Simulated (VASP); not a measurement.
The system is BaHf3O2.

```xyz
6
Lattice="6.1411 0.0000 0.0000 -3.0706 5.3184 0.0000 0.0000 0.0000 3.3944" Properties=species:S:1:pos:R:3 pbc="T T T"
Ba    0.0000    0.0000    0.0000
Hf    3.0706    0.0000    1.6972
Hf    1.5353    2.6592    1.6972
Hf   -1.5353    2.6592    1.6972
O     0.0000    3.5456    0.0000
O     3.0706    1.7728    0.0000
```

```yaml
Program: VASP 6.6.1
Task: relaxation of cell and atoms
Functional: PBE
Potentials_or_basis: VASP PAW PBE potentials, release 64 (Ba_sv, Hf_pv, O)
Cutoff: 600 eV
k_mesh: 6 × 6 × 12
Occupations: gaussian, width 0.1 eV
Spin: no spin polarisation
```

At the start: pressure -3.3 GPa; volume 18.48 Å³/atom.

Problem. Where does the relaxation end?

Solution. Over 12 steps the energy falls by 160.0 meV/atom and the volume is 17.83 Å³/atom (-3.5 %); space group P6/mmm (No. 191, to 0.05 Å).

The path:
```tsv
step	energy change (eV)	largest force (eV/Å)	pressure (GPa)	volume (Å³)
1	0.0000	0.0000	-3.32	110.86
2	-0.5536	0.0000	0.64	104.61
3	-0.7087	0.0000	5.19	100.76
4	-0.7136	0.0000	6.92	99.60
5	-0.8999	0.0000	4.06	103.61
6	-0.9040	0.0000	4.30	103.20
7	-0.9525	0.0000	-1.19	108.11
8	-0.9592	0.0000	0.15	106.79
9	-0.9592	0.0000	0.08	106.86
10	-0.9597	0.0000	-0.03	107.02
11	-0.9598	0.0000	-0.08	107.09
12	-0.9598	0.0000	0.02	106.99
```

Final structure:
```xyz
6
Lattice="6.5039 0.0000 0.0000 -3.2520 5.6326 0.0000 0.0000 0.0000 2.9206" Properties=species:S:1:pos:R:3 pbc="T T T"
Ba    0.0000    0.0000    2.9206
Hf    3.2520    0.0000    1.4603
Hf    1.6260    2.8163    1.4603
Hf   -1.6260    2.8163    1.4603
O     0.0000    3.7551    0.0000
O     3.2520    1.8775    2.9206
```
